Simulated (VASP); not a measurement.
# BiSbTe2S (P4/mmm) in VASP: a series of runs

The runs below take BiSbTe2S through single point, relaxation of cell and atoms, with PBE.

Program: VASP 6.6.1. These are calculated values, not measurements. Logs are shortened: lines on timing, memory, paths and dates and some standing lists are left out, and cuts for length are marked.

## (1) The cell of the first run

The structure is tetragonal, space group P4/mmm (No. 123). Conventional cell: a = 5.804 Å, b = 5.804 Å, c = 4.868 Å, α = 90.00°, β = 90.00°, γ = 90.00°. Within 3.2 Å of Sb (site symmetry 4/mmm) lie 2 S at 2.43 Å and 4 Te at 2.90 Å. Bi (site symmetry 4/mmm) has 8 Te at 3.79 Å and 4 S at 4.10 Å and 8 Sb at 4.77 Å and 2 Bi at 4.87 Å within 5.0 Å. Within 3.8 Å of Te (site symmetry mmm) lie 2 Sb at 2.90 Å and 4 Bi at 3.79 Å and 4 S at 3.79 Å. Within 3.2 Å of S (site symmetry 4/mmm) lie 2 Sb at 2.43 Å.

## (2) Single point, PBE

Contents of INCAR:

```
SYSTEM = BiSbTe2S
PREC     = Accurate       ! precision mode
ENCUT    = 520            ! plane-wave cutoff, eV
EDIFF    = 1E-6           ! SCF threshold, eV
ISMEAR   = 0              ! smearing method
SIGMA    = 0.1            ! smearing width, eV
LREAL    = .False.        ! projectors in reciprocal space
LASPH    = .True.         ! aspherical terms in the spheres
NELM     = 80             ! most SCF steps
ALGO     = Normal         ! electronic algorithm
ISIF     = 2              ! what is computed and relaxed
LWAVE    = .False.        ! write WAVECAR
LCHARG   = .False.        ! write CHGCAR
GGA      = PE             ! functional
NBANDS   = 27             ! bands
```

Contents of KPOINTS:

```
Automatic mesh
0
Gamma
  8 8 8
  0 0 0
```

Contents of POSCAR:

```
BiSbTe2S
1.0
    5.8043152747      0.0000000000      0.0000000000
    0.0000000000      5.8043152747      0.0000000000
    0.0000000000      0.0000000000      4.8679220128
Sb Bi Te S
1 1 2 1
Direct
    0.5000000000      0.5000000000      0.5000000000
    0.0000000000      0.0000000000      0.0000000000
    0.5000000000      0.0000000000      0.5000000000
    0.0000000000      0.5000000000      0.5000000000
    0.5000000000      0.5000000000      0.0000000000
```

Potentials or basis: VASP PAW PBE potentials, release 64 (Sb, Bi_d, Te, S).

The run is started by

```
$ cat potpaw_PBE.64/Sb/POTCAR potpaw_PBE.64/Bi_d/POTCAR potpaw_PBE.64/Te/POTCAR potpaw_PBE.64/S/POTCAR > POTCAR
$ mpirun -np 1 vasp_std > vasp.out
```

OUTCAR:

```text
SYSTEM = BiSbTe2S
   PREC = Accurate
   ENCUT = 520
   EDIFF = 1E-6
   ISMEAR = 0
   LREAL = .False.
   LASPH = .True.
   NELM = 80
   ISIF = 2
   GGA = PE

 ion  position               nearest neighbor table
   1  0.500  0.500  0.500-   5 2.43   5 2.43   3 2.90   4 2.90   3 2.90   4 2.90
   2  0.000  0.000  0.000-   3 3.79   4 3.79   3 3.79   4 3.79   4 3.79   4 3.79   3 3.79   3 3.79

   3  0.500  0.000  0.500-   1 2.90   1 2.90   2 3.79   2 3.79   2 3.79   2 3.79
   4  0.000  0.500  0.500-   1 2.90   1 2.90   2 3.79   2 3.79   2 3.79   2 3.79
   5  0.500  0.500  0.000-   1 2.43   1 2.43

  LATTYP: Found a simple tetragonal cell.
 ALAT       =     5.8043152747
 C/A-ratio  =     0.8386729153

  Lattice vectors:

 A1 = (   5.8043152747,   0.0000000000,   0.0000000000)
 A2 = (   0.0000000000,   5.8043152747,   0.0000000000)
 A3 = (   0.0000000000,   0.0000000000,   4.8679220128)

Analysis of symmetry for initial positions (statically):
=====================================================================
 Subroutine PRICEL returns:
 Original cell was already a primitive cell.

 Routine SETGRP: Setting up the symmetry group for a
 simple tetragonal supercell.

 Subroutine GETGRP returns: Found 16 space group operations
 (whereof 16 operations were pure point group operations)
 out of a pool of 16 trial point group operations.

The static configuration has the point symmetry D_4h.

Analysis of symmetry for dynamics (positions and initial velocities):
=====================================================================
 Subroutine PRICEL returns:
 Original cell was already a primitive cell.

 Routine SETGRP: Setting up the symmetry group for a
 simple tetragonal supercell.

 Subroutine GETGRP returns: Found 16 space group operations
 (whereof 16 operations were pure point group operations)
 out of a pool of 16 trial point group operations.

The dynamic configuration has the point symmetry D_4h.

 Subroutine INISYM returns: Found 16 space group operations
 (whereof 16 operations are pure point group operations),
 and found     1 'primitive' translations

----------------------------------------------------------------------------------------

                                     Primitive cell

  volume of cell :     164.0007

  direct lattice vectors                    reciprocal lattice vectors
     5.804315275  0.000000000  0.000000000     0.172285610  0.000000000  0.000000000
     0.000000000  5.804315275  0.000000000     0.000000000  0.172285610  0.000000000
     0.000000000  0.000000000  4.867922013     0.000000000  0.000000000  0.205426463

  length of vectors
     5.804315275  5.804315275  4.867922013     0.172285610  0.172285610  0.205426463

  position of ions in fractional coordinates (direct lattice)
     0.500000000  0.500000000  0.500000000
     0.000000000  0.000000000  0.000000000
     0.500000000  0.000000000  0.500000000
     0.000000000  0.500000000  0.500000000
     0.500000000  0.500000000  0.000000000

  ion indices of the primitive-cell ions
   primitive index   ion index
                 1           1
                 2           2
                 3           3
                 4           4
                 5           5

----------------------------------------------------------------------------------------

 KPOINTS: Automatic mesh

Automatic generation of k-mesh.
 Grid dimensions read from file:
 generate k-points for:    8    8    8

 Generating k-lattice:

  Cartesian coordinates                     Fractional coordinates (reciprocal lattice)
     0.021535701  0.000000000  0.000000000     0.125000000  0.000000000  0.000000000
     0.000000000  0.021535701  0.000000000     0.000000000  0.125000000  0.000000000
     0.000000000  0.000000000  0.025678308     0.000000000  0.000000000  0.125000000

  Length of vectors
     0.021535701  0.021535701  0.025678308

  Shift w.r.t. Gamma in fractional coordinates (k-lattice)
     0.000000000  0.000000000  0.000000000

 Subroutine IBZKPT returns following result:
 ===========================================

 Found     75 irreducible k-points:

 Following reciprocal coordinates:
            Coordinates               Weight
  0.000000  0.000000  0.000000      1.000000
  0.125000  0.000000  0.000000      4.000000
  0.250000  0.000000  0.000000      4.000000
  0.375000  0.000000  0.000000      4.000000
  0.500000  0.000000  0.000000      2.000000
  0.125000  0.125000  0.000000      4.000000
[... 16 lines left out ...]
  0.375000  0.125000  0.125000     16.000000
  0.500000  0.125000  0.125000      8.000000
 [... further k-points ...]
   k-points           NKPTS =     75   k-points in BZ     NKDIM =     75   number of bands    NBANDS=     27
   number of dos      NEDOS =    301   number of ions     NIONS =      5
   total plane-waves  NPLWV =  82944
   dimension x,y,z NGX =    48 NGY =   48 NGZ =   36
   dimension x,y,z NGXF=    96 NGYF=   96 NGZF=   72
   ions per type =               1   1   2   1
   NGX,Y,Z   is equivalent  to a cutoff of  13.75, 13.75, 12.29 a.u.
   NGXF,Y,Z  is equivalent  to a cutoff of  27.50, 27.50, 24.59 a.u.
 SYSTEM =  BiSbTe2S
   PREC   = accura    normal or accurate (medium, high low for compatibility)
   ISTART =      0    job   : 0-new  1-cont  2-samecut
   ICHARG =      2    charge: 1-file 2-atom 10-const
   ISPIN  =      1    spin polarized calculation?
   LNONCOLLINEAR =      F non collinear calculations
   LSORBIT =      F    spin-orbit coupling
   LASPH  =      T    aspherical Exc in radial PAW
   ENCUT  =  520.0 eV  38.22 Ry    6.18 a.u.  10.79 10.79  9.05*2*pi/ulx,y,z
   NELM   =     80;   NELMIN=  2; NELMDL= -5     # of ELM steps
   EDIFF  = 0.1E-05   stopping-criterion for ELM
   LREAL  =      F    real-space projection
   EDIFFG = 0.1E-04   stopping-criterion for IOM
   NSW    =      0    number of steps for IOM
   IBRION =     -1    ionic relax: 0-MD 1-quasi-New 2-CG
   NFREE  =      0    steps in history (QN), initial steepest desc. (CG)
   ISIF   =      2    stress and relaxation
   ISYM   =      2    0-nonsym 1-usesym 2-fastsym
   POTIM  = 0.5000    time-step for ionic-motion
   TEBEG  =    0.0;   TEEND  =   0.0 temperature during run
   PSTRESS=    0.0 pullay stress
   NELECT =      38.0000    total number of electrons
   NUPDOWN=      -1.0000    fix difference up-down
   EMIN   =  10.00;   EMAX   =-10.00  energy-range for DOS
   EFERMI =   0.00;   METHOD = LEGACY
   ISMEAR =     0;   SIGMA  =   0.10  broadening in eV -4-tet -1-fermi 0-gaus
   EFERMI_NEDOS =   21; number of points for ismear=-14 and -15
   IALGO  =     38    algorithm
   IMIX   =      4    mixing-type and parameters
     AMIX     =   0.40;   BMIX     =  1.00
     AMIX_MAG =   1.60;   BMIX_MAG =  1.00
  volume/ion in A,a.u.               =      32.80       221.35
  Fermi-wavevector in a.u.,A,eV,Ry     =   1.005513  1.900143 13.756245  1.011055
  Thomas-Fermi vector in A             =   2.138197
   LORBIT       =      0    0 simple, 1 ext, 2 COOP (PROOUT), +10 PAW based schemes
   GGA     = PE    functional components
   LHFCALC =     F    Hartree Fock is set to
   AEXX    =    0.0000 exact exchange contribution
   IVDW    =     0    specifies the selected vdW correction
   LEPSILON=     F    determine dielectric tensor
   LRPA    =     F    only Hartree local field effects (RPA)
 non-spin polarized calculation
 Gauss-broadening in eV      SIGMA  =   0.10
  energy-cutoff  :      520.00
  volume of cell :      164.00
 maximum number of plane-waves:      4456
 NGX is ok and might be reduce to    48
   NGX = 21   NGY = 21   NGZ = 19

 number of electron      38.0000003 magnetization

 Free energy of the ion-electron system (eV)
  ---------------------------------------------------
  ext. energy  EPLUGINS =         0.00000000
  ---------------------------------------------------
  free energy    TOTEN  =       -16.67019627 eV

  energy without entropy =      -16.65934883  energy(sigma->0) =      -16.66477255

 E-fermi :   5.0392     XC(G=0):  -9.0635

 val. band max:        5.0218469950   @ k =   0.5000   0.5000   0.2500
 cond. band min:       5.0428615585   @ k =   0.5000   0.3750   0.0000
 fundamental gap:      0.0210145635
 Fermi energy:         5.0391603595

 k-point     1 :       0.0000    0.0000    0.0000
  band No.  band energies     occupation
      1     -18.4132      2.00000
      2     -18.4095      2.00000
      3     -18.4009      2.00000
      4     -18.3978      2.00000
      5     -18.3978      2.00000
      6      -8.6512      2.00000
[... 19 lines left out ...]
     26       9.7881      0.00000
     27      10.1957      0.00000

 k-point     2 :       0.1250    0.0000    0.0000
  band No.  band energies     occupation
      1     -18.4132      2.00000
      2     -18.4095      2.00000
      3     -18.4009      2.00000
      4     -18.3979      2.00000
      5     -18.3978      2.00000
      6      -8.6228      2.00000
[... 19 lines left out ...]
     26      10.0264      0.00000
     27      10.3319      0.00000

 k-point     3 :       0.2500    0.0000    0.0000
  band No.  band energies     occupation
      1     -18.4132      2.00000
      2     -18.4094      2.00000
      3     -18.4009      2.00000
      4     -18.3979      2.00000
      5     -18.3978      2.00000
      6      -8.5490      2.00000
[... 19 lines left out ...]
     26       9.9514      0.00000
     27      10.6654      0.00000

 k-point     4 :       0.3750    0.0000    0.0000
  band No.  band energies     occupation
      1     -18.4132      2.00000
      2     -18.4094      2.00000
      3     -18.4009      2.00000
      4     -18.3980      2.00000
      5     -18.3978      2.00000
      6      -8.4660      2.00000
[... 19 lines left out ...]
     26      10.6722      0.00000
     27      11.2231      0.00000
[... 516 lines left out ...]
      4     -18.3980      2.00000
      5     -18.3980      2.00000
      6      -8.4390      2.00000
[... 19 lines left out ...]
     26      10.3632      0.00000
     27      10.5772      0.00000

 k-point    23 :       0.3750    0.1250    0.1250
  band No.  band energies     occupation
      1     -18.4132      2.00000
      2     -18.4093      2.00000
      3     -18.4005      2.00000
      4     -18.3981      2.00000
      5     -18.3980      2.00000
      6      -8.3576      2.00000
[... 19 lines left out ...]
     26      10.7918      0.00000
     27      11.1357      0.00000

 k-point    24 :       0.5000    0.1250    0.1250
  band No.  band energies     occupation
      1     -18.4132      2.00000
      2     -18.4093      2.00000
      3     -18.4005      2.00000
      4     -18.3981      2.00000
      5     -18.3980      2.00000
      6      -8.3207      2.00000
[... 19 lines left out ...]
     26      10.8532      0.00000
     27      11.5817      0.00000

 [... further k-points ...]

------------------------ aborting loop because EDIFF is reached ----------------------------------------

  FORCE on cell =-STRESS in cart. coord.  units (eV):
  Direction    XX          YY          ZZ          XY          YZ          ZX
  --------------------------------------------------------------------------------------
  -------------------------------------------------------------------------------------
  Total       -0.0566801     -0.0566801      0.0238086      0.0000000     -0.0000000      0.0000000
  in kB       -0.5537270     -0.5537270      0.2325945      0.0000000     -0.0000000      0.0000000
  external PRESSURE =      -0.2916198 kB  Pullay stress =       0.0000000 kB

 VOLUME and BASIS-vectors are now :
 -----------------------------------------------------------------------------
  energy-cutoff  :      520.00
  volume of cell :      164.00
      direct lattice vectors                 reciprocal lattice vectors
     5.804315275  0.000000000  0.000000000     0.172285610  0.000000000  0.000000000
     0.000000000  5.804315275  0.000000000     0.000000000  0.172285610  0.000000000
     0.000000000  0.000000000  4.867922013     0.000000000  0.000000000  0.205426463

 POSITION                                       TOTAL-FORCE (eV/Angst)
 -----------------------------------------------------------------------------------
      2.90216      2.90216      2.43396         0.000000      0.000000      0.000000
      0.00000      0.00000      0.00000         0.000000      0.000000      0.000000
      2.90216      0.00000      2.43396         0.000000      0.000000      0.000000
      0.00000      2.90216      2.43396         0.000000      0.000000      0.000000
      2.90216      2.90216      0.00000         0.000000      0.000000      0.000000
 -----------------------------------------------------------------------------------
    total drift:                                0.000000      0.000000     -0.000000

  FREE ENERGIE OF THE ION-ELECTRON SYSTEM (eV)
  ---------------------------------------------------
  free  energy   TOTEN  =       -16.6701962673 eV

  energy  without entropy=      -16.6593488308  energy(sigma->0) =      -16.66477255
```

Wall time 1.9 min (1 thread of Intel Xeon 6975P-C (Granite Rapids), shared host); peak memory 0.52 GiB.

Results:

```yaml
Free_energy: -16.6702 eV
Pressure: 0.0 GPa
Band_gap_on_the_k_mesh: zero (band 19 reaches 5.68 eV, above the bottom of band 20 at 4.60 eV)
```

Caveat: spin-orbit coupling is left out, which moves the levels of the heavy elements.

## (3) Relaxation of cell and atoms, PBE

Contents of INCAR:

```
SYSTEM = BiSbTe2S
PREC = Accurate
ENCUT = 600
EDIFF = 1E-6
ISMEAR = 0
SIGMA = 0.1
LREAL = .False.
LASPH = .True.
NELM = 80
ALGO = Normal
ISIF = 3
LWAVE = .False.
LCHARG = .False.
GGA = PE
IBRION = 2
NSW = 100
EDIFFG = -0.01
```

Contents of KPOINTS:

```
regular mesh
0
Gamma
  6 6 8
  0 0 0
```

POSCAR: that of step 2 with these lines changed.

```diff
@@ -2,5 +2,5 @@
 1.0
-    5.8043152747      0.0000000000      0.0000000000
-    0.0000000000      5.8043152747      0.0000000000
-    0.0000000000      0.0000000000      4.8679220128
+    5.8392778779      0.0000000000      0.0000000000
+    0.0000000000      5.8392778779      0.0000000000
+    0.0000000000      0.0000000000      4.8065861576
 Sb Bi Te S
```

Potentials or basis: VASP PAW PBE potentials, release 64 (Sb, Bi_d, Te, S).

The run is started by

```
$ cat potpaw_PBE.64/Sb/POTCAR potpaw_PBE.64/Bi_d/POTCAR potpaw_PBE.64/Te/POTCAR potpaw_PBE.64/S/POTCAR > POTCAR
$ mpirun -np 1 vasp_std > vasp.out
```

Run time: 5.7 min. Hardware: 1 thread of Intel Xeon 6975P-C (Granite Rapids), shared host; peak memory 0.5 GiB.

The run converged. Its results:

```yaml
Free_energy: -16.6596 eV
Relaxed_volume: 32.76 Å³/atom
Relaxed_cell: a = 5.806 Å, b = 5.806 Å, c = 4.860 Å, α = 90.00°, β = 90.00°, γ = 90.00°
Space_group_after_relaxing_to_0.05_Å: P4/mmm (No. 123)
Energy_gained_by_relaxing: 2.2 meV/atom
Ionic_steps: 4
Pressure_after_relaxing: 0.0 GPa
Band_gap_on_the_k_mesh: zero (band 19 reaches 5.69 eV, above the bottom of band 20 at 4.61 eV)
```

Step by step:
| step | energy change (eV) | largest force (eV/Å) | pressure (GPa) | volume (Å³) |
| --- | --- | --- | --- | --- |
| 1 | 0.0000 | 0.0000 | 0.21 | 163.89 |
| 2 | -0.0096 | 0.0000 | -0.29 | 164.87 |
| 3 | -0.0103 | 0.0000 | -0.20 | 164.67 |
| 4 | -0.0108 | 0.0000 | -0.03 | 163.79 |

Final structure:
```yaml
crystal:
  lattice:
    - [5.80550, 0.00000, 0.00000]
    - [0.00000, 5.80550, 0.00000]
    - [0.00000, 0.00000, 4.85976]
  atoms:
    - { symbol: Sb, position: [0.50000, 0.50000, 0.50000] }
    - { symbol: Bi, position: [0.00000, 0.00000, 0.00000] }
    - { symbol: Te, position: [0.50000, 0.00000, 0.50000] }
    - { symbol: Te, position: [0.00000, 0.50000, 0.50000] }
    - { symbol: S, position: [0.50000, 0.50000, 0.00000] }
```

Levels at points of the mesh, in eV from the Fermi level:
| k point | band 16 | band 17 | band 18 | band 19 | band 20 | band 21 | band 22 | band 23 |
| --- | --- | --- | --- | --- | --- | --- | --- | --- |
| (0.00, 0.00, 0.00) | -1.79 | -0.85 | -0.85 | -0.64 | 1.66 | 1.66 | 1.66 | 3.62 |
| (0.50, 0.00, 0.00) | -1.33 | -1.07 | -0.81 | -0.76 | 0.47 | 0.92 | 1.50 | 1.56 |
| (0.50, 0.50, 0.00) | -1.20 | -1.20 | -0.41 | -0.41 | -0.23 | -0.10 | 0.32 | 1.61 |
| (0.00, 0.00, 0.50) | -1.59 | -1.10 | -1.10 | -0.95 | -0.01 | -0.01 | 0.62 | 2.41 |
| (0.50, 0.00, 0.50) | -1.78 | -1.44 | -0.59 | -0.36 | 0.00 | 1.39 | 1.48 | 2.06 |
| (0.50, 0.50, 0.50) | -0.42 | -0.42 | -0.10 | -0.10 | 0.00 | 1.77 | 1.77 | 1.83 |

Caveat: spin-orbit coupling is left out, which moves the levels of the heavy elements.
